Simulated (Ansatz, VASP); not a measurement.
# Ir in VASP and in Ansatz

```
CELL_PARAMETERS angstrom
-1.52978 1.52978 1.52978
1.52978 -1.52978 1.52978
1.52978 1.52978 -1.52978
ATOMIC_POSITIONS crystal
Ir 0.00000 0.00000 0.00000
```

Alike in both runs: functional LDA; k mesh 16 × 16 × 16; occupations gaussian, width 0.1 eV; no spin polarisation.

Ansatz relaxed the structure, and its values are those at the end. VASP's run is a single point on that final structure, the one shown.

```csv
,VASP,Ansatz
version,VASP 6.6.1,Ansatz 0.2.0
potentials or method,"VASP PAW LDA potentials, release 64 (Ir_sv_GW), cutoff 560 eV","scalar-relativistic, plane waves, PAW"
valence electrons in the cell,17,17
```

```tsv
	VASP	Ansatz	Ansatz less VASP
gap on the k mesh at the Fermi level (eV)	none	none	-
pressure (GPa)	-0.5	0.0	+0.48
```

Ansatz warns that its potentials were made for another functional, while VASP's fit it. LDA's correlation is that of Perdew and Zunger in VASP and of Perdew and Wang (1992) in Ansatz. A gap of «none» marks a metal or a gap that the smearing closes.

Spin-orbit coupling is off throughout.
